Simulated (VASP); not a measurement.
# Se (P4/nmm) in VASP: a series of runs

Runs on Se. Level: PBE. Tasks: single point.

Program: VASP 6.6.1. These are calculated values, not measurements. Logs are shortened: lines on timing, memory, paths and dates and some standing lists are left out, and cuts for length are marked.

### Step 1. The cell of the first run

It takes space group P4/nmm (No. 129, tetragonal). The conventional cell has a = 3.557 Å, b = 3.557 Å, c = 4.495 Å, α = 90.00°, β = 90.00°, γ = 90.00°. Se (site symmetry 4mm) has 8 Se at 2.64 to 3.56 Å within 3.6 Å.

The cell was generated, and may not be a known phase.

### Step 2. Single point, PBE

Contents of INCAR:

```
PREC     = Accurate       # precision mode
ENCUT    = 520            # plane-wave cutoff, eV
EDIFF    = 1E-6           # SCF threshold, eV
ISMEAR   = 0              # smearing method
SIGMA    = 0.1            # smearing width, eV
LREAL    = F              # projectors in reciprocal space
LASPH    = T              # aspherical terms in the spheres
NELM     = 100            # most SCF steps
ALGO     = Normal         # electronic algorithm
ISIF     = 2              # what is computed and relaxed
LWAVE    = F              # write WAVECAR
LCHARG   = F              # write CHGCAR
GGA      = PE             # functional
NBANDS   = 13             # bands
```

Contents of KPOINTS:

```
Automatic mesh
0
Gamma
  4 4 6
```

Contents of POSCAR:

```
Se
1.0
    3.5565091695      0.0000000000      0.0000000000
    0.0000000000      3.5565091695      0.0000000000
    0.0000000000      0.0000000000      4.4954594027
Se
2
Direct
    0.0000000000      0.5000000000      0.9106610304
    0.5000000000      0.0000000000      0.0893389696
```

Potentials or basis: VASP PAW PBE potentials, release 64 (Se).

The run is started by

```
$ cat potpaw_PBE.64/Se/POTCAR > POTCAR
$ mpirun -np 1 vasp_std > vasp.out
```

OUTCAR:

```text
PREC = Accurate
   ENCUT = 520
   EDIFF = 1E-6
   ISMEAR = 0
   LREAL = F
   LASPH = T
   NELM = 100
   ISIF = 2
   GGA = PE

 ion  position               nearest neighbor table
   1  0.000  0.500  0.911-   2 2.64   2 2.64   2 2.64   2 2.64
   2  0.500  0.000  0.089-   1 2.64   1 2.64   1 2.64   1 2.64

  LATTYP: Found a simple tetragonal cell.
 ALAT       =     3.5565091695
 C/A-ratio  =     1.2640089449

  Lattice vectors:

 A1 = (   3.5565091695,   0.0000000000,   0.0000000000)
 A2 = (   0.0000000000,   3.5565091695,   0.0000000000)
 A3 = (   0.0000000000,   0.0000000000,   4.4954594027)

Analysis of symmetry for initial positions (statically):
=====================================================================
 Subroutine PRICEL returns:
 Original cell was already a primitive cell.

 Routine SETGRP: Setting up the symmetry group for a
 simple tetragonal supercell.

 Subroutine GETGRP returns: Found 16 space group operations
 (whereof  8 operations were pure point group operations)
 out of a pool of 16 trial point group operations.

The static configuration has the point symmetry D_2d.
 The point group associated with its full space group is D_4h.

Analysis of symmetry for dynamics (positions and initial velocities):
=====================================================================
 Subroutine PRICEL returns:
 Original cell was already a primitive cell.

 Routine SETGRP: Setting up the symmetry group for a
 simple tetragonal supercell.

 Subroutine GETGRP returns: Found 16 space group operations
 (whereof  8 operations were pure point group operations)
 out of a pool of 16 trial point group operations.

The dynamic configuration has the point symmetry D_2d.
 The point group associated with its full space group is D_4h.

 Subroutine INISYM returns: Found 16 space group operations
 (whereof  8 operations are pure point group operations),
 and found     1 'primitive' translations

----------------------------------------------------------------------------------------

                                     Primitive cell

  volume of cell :      56.8620

  direct lattice vectors                    reciprocal lattice vectors
     3.556509169  0.000000000  0.000000000     0.281174588  0.000000000  0.000000000
     0.000000000  3.556509169  0.000000000     0.000000000  0.281174588  0.000000000
     0.000000000  0.000000000  4.495459403     0.000000000  0.000000000  0.222446676

  length of vectors
     3.556509169  3.556509169  4.495459403     0.281174588  0.281174588  0.222446676

  position of ions in fractional coordinates (direct lattice)
     0.000000000  0.500000000  0.910661030
     0.500000000  0.000000000  0.089338970

  ion indices of the primitive-cell ions
   primitive index   ion index
                 1           1
                 2           2

----------------------------------------------------------------------------------------

 KPOINTS: Automatic mesh

Automatic generation of k-mesh.
 Grid dimensions read from file:
 generate k-points for:    4    4    6

 Generating k-lattice:

  Cartesian coordinates                     Fractional coordinates (reciprocal lattice)
     0.070293647  0.000000000  0.000000000     0.250000000  0.000000000  0.000000000
     0.000000000  0.070293647  0.000000000     0.000000000  0.250000000  0.000000000
     0.000000000  0.000000000  0.037074446     0.000000000  0.000000000  0.166666667

  Length of vectors
     0.070293647  0.070293647  0.037074446

  Shift w.r.t. Gamma in fractional coordinates (k-lattice)
     0.000000000  0.000000000  0.000000000

 Subroutine IBZKPT returns following result:
 ===========================================

 Found     24 irreducible k-points:

 Following reciprocal coordinates:
            Coordinates               Weight
  0.000000  0.000000  0.000000      1.000000
  0.250000  0.000000  0.000000      4.000000
  0.500000  0.000000  0.000000      2.000000
  0.250000  0.250000  0.000000      4.000000
  0.500000  0.250000  0.000000      4.000000
  0.500000  0.500000  0.000000      1.000000
[... 16 lines left out ...]
  0.500000  0.250000  0.500000      4.000000
  0.500000  0.500000  0.500000      1.000000
   k-points           NKPTS =     24   k-points in BZ     NKDIM =     24   number of bands    NBANDS=     13
   number of dos      NEDOS =    301   number of ions     NIONS =      2
   total plane-waves  NPLWV =  28224
   dimension x,y,z NGX =    28 NGY =   28 NGZ =   36
   dimension x,y,z NGXF=    56 NGYF=   56 NGZF=   72
   ions per type =               2
   NGX,Y,Z   is equivalent  to a cutoff of  13.09, 13.09, 13.31 a.u.
   NGXF,Y,Z  is equivalent  to a cutoff of  26.18, 26.18, 26.63 a.u.
 SYSTEM =  unknown system
   PREC   = accura    normal or accurate (medium, high low for compatibility)
   ISTART =      0    job   : 0-new  1-cont  2-samecut
   ICHARG =      2    charge: 1-file 2-atom 10-const
   ISPIN  =      1    spin polarized calculation?
   LNONCOLLINEAR =      F non collinear calculations
   LSORBIT =      F    spin-orbit coupling
   LASPH  =      T    aspherical Exc in radial PAW
   ENCUT  =  520.0 eV  38.22 Ry    6.18 a.u.   6.61  6.61  8.36*2*pi/ulx,y,z
   NELM   =    100;   NELMIN=  2; NELMDL= -5     # of ELM steps
   EDIFF  = 0.1E-05   stopping-criterion for ELM
   LREAL  =      F    real-space projection
   EDIFFG = 0.1E-04   stopping-criterion for IOM
   NSW    =      0    number of steps for IOM
   IBRION =     -1    ionic relax: 0-MD 1-quasi-New 2-CG
   NFREE  =      0    steps in history (QN), initial steepest desc. (CG)
   ISIF   =      2    stress and relaxation
   ISYM   =      2    0-nonsym 1-usesym 2-fastsym
   POTIM  = 0.5000    time-step for ionic-motion
   TEBEG  =    0.0;   TEEND  =   0.0 temperature during run
   PSTRESS=    0.0 pullay stress
   NELECT =      12.0000    total number of electrons
   NUPDOWN=      -1.0000    fix difference up-down
   EMIN   =  10.00;   EMAX   =-10.00  energy-range for DOS
   EFERMI =   0.00;   METHOD = LEGACY
   ISMEAR =     0;   SIGMA  =   0.10  broadening in eV -4-tet -1-fermi 0-gaus
   EFERMI_NEDOS =   21; number of points for ismear=-14 and -15
   IALGO  =     38    algorithm
   IMIX   =      4    mixing-type and parameters
     AMIX     =   0.40;   BMIX     =  1.00
     AMIX_MAG =   1.60;   BMIX_MAG =  1.00
  volume/ion in A,a.u.               =      28.43       191.86
  Fermi-wavevector in a.u.,A,eV,Ry     =   0.974678  1.841875 12.925503  0.949998
  Thomas-Fermi vector in A             =   2.105157
   LORBIT       =      0    0 simple, 1 ext, 2 COOP (PROOUT), +10 PAW based schemes
   GGA     = PE    functional components
   LHFCALC =     F    Hartree Fock is set to
   AEXX    =    0.0000 exact exchange contribution
   IVDW    =     0    specifies the selected vdW correction
   LEPSILON=     F    determine dielectric tensor
   LRPA    =     F    only Hartree local field effects (RPA)
 non-spin polarized calculation
 Gauss-broadening in eV      SIGMA  =   0.10
  energy-cutoff  :      520.00
  volume of cell :       56.86
 maximum number of plane-waves:      1556
 NGX is ok and might be reduce to    28
   NGX = 13   NGY = 13   NGZ = 17

 number of electron      12.0000001 magnetization

 Free energy of the ion-electron system (eV)
  ---------------------------------------------------
  ext. energy  EPLUGINS =         0.00000000
  ---------------------------------------------------
  free energy    TOTEN  =        -6.76894962 eV

  energy without entropy =       -6.76894960  energy(sigma->0) =       -6.76894961

 E-fermi :   2.6957     XC(G=0):  -8.5379

 val. band max:        2.3626646756   @ k =   0.0000   0.0000   0.5000
 cond. band min:       3.0498030731   @ k =   0.5000   0.0000   0.0000
 fundamental gap:      0.6871383975
 Fermi energy:         2.6956918605

 k-point     1 :       0.0000    0.0000    0.0000
  band No.  band energies     occupation
      1     -13.5117      2.00000
      2      -7.4547      2.00000
      3      -1.4971      2.00000
      4      -1.4971      2.00000
      5      -0.2063      2.00000
      6       1.4604      2.00000
      7       5.6854      0.00000
      8       5.6854      0.00000
      9       6.6151      0.00000
     10       7.8900      0.00000
     11      13.0882      0.00000
     12      13.3378      0.00000
     13      14.6455      0.00000

 k-point     2 :       0.2500    0.0000    0.0000
  band No.  band energies     occupation
      1     -12.8826      2.00000
      2      -8.7033      2.00000
      3      -2.0194      2.00000
      4      -0.8137      2.00000
      5       1.0788      2.00000
      6       1.3662      2.00000
      7       3.9499      0.00000
      8       4.0811      0.00000
      9       8.1330      0.00000
     10       9.2090      0.00000
     11      10.3544      0.00000
     12      12.4113      0.00000
     13      12.8259      0.00000

 k-point     3 :       0.5000    0.0000    0.0000
  band No.  band energies     occupation
      1     -11.0974      2.00000
      2     -11.0974      2.00000
      3      -0.7780      2.00000
      4      -0.7780      2.00000
      5       1.1502      2.00000
      6       1.1502      2.00000
      7       3.0498      0.00000
      8       3.0498      0.00000
      9       7.8554      0.00000
     10       7.8554      0.00000
     11      12.9798      0.00000
     12      12.9798      0.00000
     13      14.4801      0.00000

 k-point     4 :       0.2500    0.2500    0.0000
  band No.  band energies     occupation
      1     -12.2891      2.00000
      2      -9.0917      2.00000
      3      -3.2502      2.00000
      4      -0.7560      2.00000
      5      -0.1781      2.00000
      6       1.9281      2.00000
      7       3.8775      0.00000
      8       5.4297      0.00000
      9       7.5610      0.00000
     10      10.2758      0.00000
     11      10.9225      0.00000
     12      12.8688      0.00000
     13      13.0182      0.00000

 k-point     5 :       0.5000    0.2500    0.0000
  band No.  band energies     occupation
      1     -10.6959      2.00000
      2     -10.6959      2.00000
      3      -2.7412      2.00000
      4      -2.7412      2.00000
      5       0.7213      2.00000
      6       0.7213      2.00000
      7       5.1105      0.00000
      8       5.1105      0.00000
      9       8.8393      0.00000
     10       8.8393      0.00000
     11      11.6465      0.00000
     12      11.6465      0.00000
     13      14.1692      0.00000
[... 257 lines left out ...]
 k-point    22 :       0.2500    0.2500    0.5000
  band No.  band energies     occupation
      1     -12.2104      2.00000
      2      -9.0861      2.00000
      3      -3.1504      2.00000
      4      -1.6703      2.00000
      5      -0.3200      2.00000
      6       2.1263      2.00000
      7       3.8286      0.00000
      8       4.7780      0.00000
      9      10.3667      0.00000
     10      11.3098      0.00000
     11      11.3458      0.00000
     12      11.7635      0.00000
     13      13.2186      0.00000

 k-point    23 :       0.5000    0.2500    0.5000
  band No.  band energies     occupation
      1     -10.6362      2.00000
      2     -10.6362      2.00000
      3      -2.7260      2.00000
      4      -2.7260      2.00000
      5       0.0276      2.00000
      6       0.0276      2.00000
      7       4.9659      0.00000
      8       4.9659      0.00000
      9       9.9445      0.00000
     10       9.9445      0.00000
     11      13.5417      0.00000
     12      13.5417      0.00000
     13      15.0124      0.00000

 k-point    24 :       0.5000    0.5000    0.5000
  band No.  band energies     occupation
      1     -10.1245      2.00000
      2     -10.1245      2.00000
      3      -4.2822      2.00000
      4      -4.2822      2.00000
      5       0.5691      2.00000
      6       0.5691      2.00000
      7       4.0753      0.00000
      8       4.0753      0.00000
      9      12.0665      0.00000
     10      12.0665      0.00000
     11      14.5229      0.00000
     12      14.5229      0.00000
     13      16.3571      0.00000

------------------------ aborting loop because EDIFF is reached ----------------------------------------

  FORCE on cell =-STRESS in cart. coord.  units (eV):
  Direction    XX          YY          ZZ          XY          YZ          ZX
  --------------------------------------------------------------------------------------
  -------------------------------------------------------------------------------------
  Total        0.1123424      0.1123424      0.1215622      0.0000000      0.0000000      0.0000000
  in kB        3.1654268      3.1654268      3.4252101      0.0000000      0.0000000      0.0000000
  external PRESSURE =       3.2520212 kB  Pullay stress =       0.0000000 kB

 VOLUME and BASIS-vectors are now :
 -----------------------------------------------------------------------------
  energy-cutoff  :      520.00
  volume of cell :       56.86
      direct lattice vectors                 reciprocal lattice vectors
     3.556509169  0.000000000  0.000000000     0.281174588  0.000000000  0.000000000
     0.000000000  3.556509169  0.000000000     0.000000000  0.281174588  0.000000000
     0.000000000  0.000000000  4.495459403     0.000000000  0.000000000  0.222446676

 POSITION                                       TOTAL-FORCE (eV/Angst)
 -----------------------------------------------------------------------------------
      0.00000      1.77825      4.09384         0.000000      0.000000      0.029200
      1.77825      0.00000      0.40162         0.000000     -0.000000     -0.029200
 -----------------------------------------------------------------------------------
    total drift:                                0.000000      0.000000      0.000000

  FREE ENERGIE OF THE ION-ELECTRON SYSTEM (eV)
  ---------------------------------------------------
  free  energy   TOTEN  =        -6.7689496155 eV

  energy  without entropy=       -6.7689495969  energy(sigma->0) =       -6.76894961
```

It took 7.6 s on 1 thread of Intel Xeon 6975P-C (Granite Rapids), shared host; peak memory 0.17 GiB.

Results:

| Item | Value |
| --- | --- |
| Free energy | -6.7689 eV |
| Pressure | 0.3 GPa |
| Largest force | 0.029 eV/Å |
| Band gap on the k mesh | 0.69 eV (least direct gap 1.70 eV) |

Forces on the atoms (eV/Å):
```
Se   0.000  0.000  0.029
Se   0.000  0.000 -0.029
```

Caveat: the k points lie up to 0.44 Å⁻¹ apart; this functional lacks dispersion, which binds layers or chains, so the pressure and a relaxed spacing across them are unreliable. A k mesh can miss the band edges.

### Step 3. Single point, PBE

This run uses another cell than the first one, of 30.58 Å³/atom.

Edit INCAR of step 2 so:

```diff
@@ -2,3 +2,3 @@
 ENCUT    = 520            # plane-wave cutoff, eV
-EDIFF    = 1E-6           # SCF threshold, eV
+EDIFF    = 1E-7           # SCF threshold, eV
 ISMEAR   = 0              # smearing method
@@ -7,3 +7,3 @@
 LASPH    = T              # aspherical terms in the spheres
-NELM     = 100            # most SCF steps
+NELM     = 60             # most SCF steps
 ALGO     = Normal         # electronic algorithm
```

Contents of KPOINTS:

```
regular mesh
0
Gamma
  4 4 6
```

Contents of POSCAR:

```
Se
1.0
    4.0626829500      0.0000000000      0.0000000000
    0.0000000000      4.0626829500      0.0000000000
    0.0000000000      0.0000000000      3.7058759300
Se
2
Direct
    0.0000000000      0.5000000000      0.7932315200
    0.5000000000      0.0000000000      0.2067684800
```

Potentials or basis: VASP PAW PBE potentials, release 64 (Se).

The run is started by

```
$ cat potpaw_PBE.64/Se/POTCAR > POTCAR
$ mpirun -np 1 vasp_std > vasp.out
```

Run time: 8.6 s. Hardware: 1 thread of Intel Xeon 6975P-C (Granite Rapids), shared host; peak memory 0.16 GiB.

Results (log left out):

| Property | Result |
| --- | --- |
| Free energy | -4.8686 eV |
| Pressure | -10.3 GPa |
| Largest force | 0.889 eV/Å |
| Band gap on the k mesh | zero (bands 6 and 7 overlap by 2.22 eV) |

Forces in eV/Å, atoms in the order of the input:
```
Se   0.000  0.000  0.889
Se   0.000  0.000 -0.889
```

Stress tensor (GPa, compression positive):
```
-11.70   0.00   0.00
  0.00 -11.70   0.00
  0.00   0.00  -7.61
```

Levels at points of the mesh, in eV from the Fermi level:
```
           k point  band 4  band 5  band 6  band 7  band 8  band 9
(0.00, 0.00, 0.00)   -2.38   -1.23    1.12    1.31    1.31    5.23
(0.50, 0.00, 0.00)   -1.84   -0.84   -0.84    0.03    0.03    7.81
(0.50, 0.50, 0.00)   -4.13    0.12    0.12    1.39    1.39    7.22
(0.00, 0.00, 0.50)   -1.81   -1.24   -1.24    0.04    0.04    7.30
(0.50, 0.00, 0.50)   -3.87   -0.40   -0.40    0.73    0.73    6.55
(0.50, 0.50, 0.50)   -2.69   -2.33   -2.33   -1.10   -1.10   10.00
```

Caveat: the k points lie up to 0.39 Å⁻¹ apart, too coarse for converged energies and pressures of a metal.

(Part 1 of 2 ends here.)
